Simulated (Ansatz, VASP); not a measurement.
**Ge: VASP beside Ansatz**

File POSCAR:

```
Ge
1.0
    4.0631318465      0.0000000000      0.0000000000
   -2.0315659232      3.5187753677      0.0000000000
    0.0000000000      0.0000000000      6.7075837564
Ge
4
Direct
    0.6666666667      0.3333333333      0.0629010000
    0.3333333333      0.6666666667      0.5629010000
    0.6666666667      0.3333333333      0.4370990000
    0.3333333333      0.6666666667      0.9370990000
```

File INCAR.step1:

```
PREC = Accurate
ENCUT = 520
ISMEAR = 1
SIGMA = 0.15
LREAL = False
LASPH = True
NELM = 60
NBANDS = 36
GGA = PE
ALGO = Normal
EDIFF = 1E-4
LWAVE = True
LCHARG = False
```

File INCAR.step2:

```
PREC = Accurate
ENCUT = 520
EDIFF = 1E-6
ISMEAR = 1
SIGMA = 0.15
LREAL = False
LASPH = True
NELM = 60
ALGO = Normal
ISIF = 2
LWAVE = False
LCHARG = True
METAGGA = R2SCAN
LMIXTAU = True
LELF = True
LVHAR = True
NBANDS = 36
ISTART = 1
```

KPOINTS

```
Automatic mesh
0
Gamma
  7 7 4
```

Input for Ansatz:

```yaml
crystal:
  lattice:
    - [4.063131846454063, 0.0, 0.0]
    - [-2.0315659232270313, 3.518775367652948, 0.0]
    - [0.0, 0.0, 6.7075837564440945]
  atoms:
    - { symbol: Ge, position: [0.6666666666666666, 0.3333333333333333, 0.062901] }
    - { symbol: Ge, position: [0.3333333333333333, 0.6666666666666666, 0.562901] }
    - { symbol: Ge, position: [0.6666666666666666, 0.3333333333333333, 0.437099] }
    - { symbol: Ge, position: [0.3333333333333333, 0.6666666666666666, 0.937099] }
basis:
  ecutwfc: 600.0
kpoints:
  mp_grid:
    grid: [7, 7, 4]
hamiltonian:
  xc: r2scan
  pseudopotentials:
    kind: paw
scf:
  occupations:
    method: methfessel_paxton
    width: 0.15
output:
  stress: true
```

Alike in both runs: task single point; functional r2SCAN; k mesh 7 × 7 × 4; occupations methfessel-paxton of order 1, width 0.15 eV; no spin polarisation.

|  | VASP | Ansatz |
| --- | --- | --- |
| version | VASP 6.6.1 | Ansatz 0.2.0 |
| potentials or method | VASP PAW PBE potentials, release 64 (Ge_d), cutoff 520 eV | plane waves, PAW |
| valence electrons in the cell | 56 | 56 |

VASP gave:

```
pressure (GPa)                                                : -3.0
traceless stress, the component that is largest in VASP (GPa) : -0.07
```

Question: Which values does Ansatz return?

Answer: Pressure (GPa): -3.0; traceless stress, the component that is largest in VASP (GPa): -0.05.

VASP's potentials were made for PBE, not for r2SCAN.
